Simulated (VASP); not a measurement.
## TiSi2: electric field gradients with PBE

TiSi2:

```
Ti Si
1.0
    -0.12569    4.05408    4.19973
     2.32258   -0.09972    4.22570
     2.32473    4.08220   -0.09757
Ti Si
2 4
Direct
  0.75000 0.75000 0.75000
  0.50000 0.50000 0.50000
  0.08300 0.41700 0.08300
  0.41700 0.08300 0.41700
  0.16700 0.83300 0.16700
  0.83300 0.16700 0.83300
```

This cell differs from its parent crystal: equal xy, yz and zx shear strains of -3 %.

```json
{
  "Program": "VASP 6.6.1",
  "Task": "electric field gradients",
  "Functional": "PBE",
  "Potentials or basis": "VASP PAW PBE potentials, release 64 (Ti_sv, Si)",
  "Cutoff": "520 eV",
  "k mesh": "8 × 8 × 8",
  "Occupations": "fermi-dirac, width 0.08 eV",
  "Spin": "no spin polarisation",
  "Dipole correction": "no",
  "Further INCAR settings": "ALGO = Normal; EDIFF = 1e-08; NBANDS = 29"
}
```

| Item | Value |
| --- | --- |
| Pressure | 2.7 GPa |
| Largest force | 0.369 eV/Å |
| Band gap on the k mesh | zero (bands 20 and 21 overlap by 1.77 eV) |
| Largest electric field gradient by atom | Ti -16.7; Si -30.6, -39.5 (each value once) V/Å² |

Forces in eV/Å, atoms in the order of the input:
```
Ti  -0.201 -0.207 -0.208
Ti   0.201  0.207  0.208
Si  -0.082  0.107 -0.009
Si  -0.091 -0.294 -0.204
Si   0.082 -0.107  0.009
Si   0.091  0.294  0.204
```

Stress tensor (GPa, compression positive):
```
3.37 3.99 4.77
3.99 2.02 2.89
4.77 2.89 2.65
```

Levels at points of the mesh, in eV from the Fermi level:
| k point | band 16 | band 17 | band 18 | band 19 | band 20 | band 21 | band 22 | band 23 | band 24 | band 25 |
| --- | --- | --- | --- | --- | --- | --- | --- | --- | --- | --- |
| (0.00, 0.00, 0.00) | -2.69 | -2.32 | -1.92 | -1.69 | -1.44 | -0.93 | 2.00 | 3.10 | 3.20 | 3.37 |
| (0.50, 0.00, 0.00) | -2.07 | -1.94 | -1.14 | -0.15 | 0.03 | 0.98 | 1.29 | 1.50 | 2.04 | 2.52 |
| (0.00, 0.50, 0.00) | -2.66 | -2.04 | -1.24 | -0.03 | 0.17 | 1.01 | 1.39 | 1.96 | 2.27 | 2.62 |
| (0.50, 0.50, 0.00) | -3.00 | -1.73 | -1.50 | -1.09 | -1.00 | 0.80 | 0.82 | 3.07 | 3.28 | 3.33 |
| (0.00, 0.00, 0.50) | -2.69 | -2.10 | -1.00 | 0.06 | 0.16 | 0.95 | 1.27 | 1.85 | 2.16 | 2.63 |
| (0.50, 0.00, 0.50) | -2.50 | -2.49 | -2.18 | -0.92 | -0.79 | 1.23 | 1.27 | 3.17 | 3.23 | 3.35 |
| (0.00, 0.50, 0.50) | -1.40 | -1.23 | -1.17 | -0.64 | -0.62 | 0.86 | 0.98 | 2.18 | 2.34 | 2.97 |
| (0.50, 0.50, 0.50) | -2.52 | -1.91 | -0.96 | -0.16 | 0.21 | 1.19 | 1.45 | 1.67 | 2.42 | 2.67 |

Electric field gradients, principal values (V/Å²):
```
atom   least  middle  greatest (by size)
1 Ti   2.457  14.216             -16.673
2 Ti   2.457  14.216             -16.673
3 Si  10.571  20.005             -30.576
4 Si  13.994  25.521             -39.515
5 Si  10.571  20.005             -30.576
6 Si  13.994  25.521             -39.515
```

Wall time 16 min on 1 thread of Intel(R) Xeon(R) Platinum 8259CL CPU @ 2.50GHz (Skylake/Cascade Lake), on a shared host, peak memory 0.61 GiB.

Caveat: the cell differs from its parent crystal (equal xy, yz and zx shear strains of -3 %); without QUAD_EFG the Cq values of the log hold for a quadrupole moment of 1 mb, not for the nuclei.
